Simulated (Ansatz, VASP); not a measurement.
**BaTiO3: VASP beside Ansatz**

```
Ba Ti O
1.0
     3.97911    0.00000    0.00000
     0.00000    3.97911    0.00000
     0.00000    0.00000    3.97911
Ba Ti O
1 1 3
Direct
  0.50000 0.50000 0.50000
  0.00000 0.00000 0.00000
  0.50000 0.00000 0.00000
  0.00000 0.50000 0.00000
  0.00000 0.00000 0.50000
```

Change from the starting cell: volume scaled by 0.98, ions relaxed.

Alike in both runs: task relaxation of the atoms; functional PBE; k mesh 8 × 8 × 8; occupations fermi-dirac, width 0.02 eV; no spin polarisation.

|  | VASP | Ansatz |
| --- | --- | --- |
| version | VASP 6.6.1 | Ansatz 0.2.0 |
| potentials or method | VASP PAW PBE potentials, release 64 (Ba_sv, Ti_sv, O) | plane-wave PAW, scalar-relativistic |
| plane-wave cutoff (eV) | 520 | 420 |
| valence electrons in the cell | 40 | 40 |

VASP gave:

```
gap on the k mesh at the Fermi level, each at its own relaxed structure (eV) : 1.78
```

Task: Estimate Ansatz's values.

Result: gap on the k mesh at the Fermi level, each at its own relaxed structure (eV): 1.85.

Ansatz's warnings: stress scf threshold loose.

Spin-orbit coupling is off throughout. Noted on VASP's run: the relaxation stopped at its first step, so nothing moved.
